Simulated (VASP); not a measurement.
Write the native input for VASP 6.6.1 that does the following.

| Item | Value |
| --- | --- |
| Task | single point |
| Functional | HSE06 |
| Potentials or basis | VASP PAW PBE potentials, release 64 (Ga_d, Sb) |
| Cutoff | 520 eV |
| k mesh | 6 × 6 × 6 |
| Occupations | fermi-dirac, width 0.02 eV |
| Spin | no spin polarisation |
| Dipole correction | no |
| Grid for exact exchange (PRECFOCK) | Normal |
| Further INCAR settings | ALGO = Normal; EDIFF = 1e-06; NBANDS = 16 |
| Share of exact exchange | 0.25 |
| Screening parameter | 0.2079 1/Å |

Crystal: GaSb.

```xyz
2
Lattice="0.0000 3.0297 3.0960 3.0297 0.0000 3.0960 3.0297 3.0297 0.0000" Properties=species:S:1:pos:R:3 pbc="T T T"
Ga    0.0000    0.0000    0.0000
Sb    1.5149    1.5149    1.5480
```

This cell differs from its parent crystal: epitaxial xy strain -1.2%.

The input as run:

POSCAR

```
GaSb
1.0
    0.0000000000      3.0297014304      3.0959595446
    3.0297014304      0.0000000000      3.0959595446
    3.0297014304      3.0297014304      0.0000000000
Ga Sb
1 1
Direct
    0.0000000000      0.0000000000      0.0000000000
    0.2500000000      0.2500000000      0.2500000000
```

INCAR.step1

```
PREC = Accurate
ENCUT = 520
EDIFF = 1E-5
ISMEAR = -1
SIGMA = 0.02
LREAL = F
LASPH = T
NELM = 60
ALGO = Normal
ISIF = 2
LWAVE = T
LCHARG = F
GGA = PE
NBANDS = 16
LUSENCCL = F
```

INCAR.step2

```
PREC = Accurate
ENCUT = 520
EDIFF = 1E-6
ISMEAR = -1
SIGMA = 0.02
LREAL = F
LASPH = T
NELM = 60
ALGO = Normal
ISIF = 2
LWAVE = F
LCHARG = F
GGA = PE
LHFCALC = T
HFSCREEN = 0.2079
PRECFOCK = Normal
ISTART = 1
NBANDS = 16
LUSENCCL = F
```

KPOINTS

```
Automatic mesh
0
Gamma
  6 6 6
```

Potentials or basis: VASP PAW PBE potentials, release 64 (Ga_d, Sb).

Launch:

```sh
$ cat potpaw_PBE.64/Ga_d/POTCAR potpaw_PBE.64/Sb/POTCAR > POTCAR
$ cp INCAR.step1 INCAR
$ mpirun -np 1 vasp_std > vasp.out
$ cp INCAR.step2 INCAR
$ mpirun -np 1 vasp_std > vasp.out
```

It gave:

- Pressure: 0.5 GPa
- Band gap on the k mesh: 0.86 eV

Caveat: the cell differs from its parent crystal (epitaxial xy strain -1.2%); the PAW data sets were made with another functional, which shifts forces and pressure a little; spin-orbit coupling is left out, which moves the levels of the heavy elements.

Run time: 49 min on 1 × NVIDIA H100 80GB with 1 thread of Intel(R) Xeon(R) Platinum 8481C CPU @ 2.70GHz (Sapphire Rapids), on a shared host, peak memory 1.2 GiB.
